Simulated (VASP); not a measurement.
Runs of VASP 6.6.1 on Cd. The structure is that of space group Fd-3m (No. 227), or close to it. The cells are those of the table. This isn't the form of Cd at room conditions, which is hcp.

| task | cell | k mesh | cutoff (eV) | gap on the mesh (eV) | pressure (GPa) |
| --- | --- | --- | --- | --- | --- |
| single point | a = 4.430 Å, angles 60.0°, 2 atoms | 10 × 10 × 10 | 520 | none | 2.9 |
| single point | a = 4.730 Å, angles 60.0°, 2 atoms | 10 × 10 × 10 | 520 | none | (a) |
| single point | a = 4.365 Å, angles 60.0°, 2 atoms | 10 × 10 × 10 | 520 | none | 4.7 |
| single point | a = 4.615 Å, angles 60.0°, 2 atoms | 10 × 10 × 10 | 520 | none | -0.5 |
| single point | a = 4.673 Å, angles 60.0°, 2 atoms | 10 × 10 × 10 | 520 | none | -1.1 |
| relaxation of cell and atoms | relaxed from a = 4.352 Å, angles 60.0°, 2 atoms | 9 × 9 × 9 | 600 | none | 0.0 |
| single point | a = 4.555 Å, angles 60.0°, 2 atoms | 9 × 9 × 9 | 520 | none | 0.2 |
| single point | a = 4.555 Å, angles 60.0°, 2 atoms | 10 × 10 × 10 | 520 | none | (b) |

Alike in all rows: level PBEsol; potentials or basis VASP PAW PBE potentials, release 64 (Cd); no spin polarisation; smearing fermi-dirac 0.1 eV.

Q: Estimate the missing entries.

A: (a) -1.6; (b) 0.3.

Caveats: the PAW data sets were made with another functional, which shifts forces and pressure a little; the cell stands under pressure (at least some runs).

A k mesh can miss the band edges, and the runs leave out spin-orbit coupling on Cd.

A gap of «none» marks levels without a gap at the run's occupations.
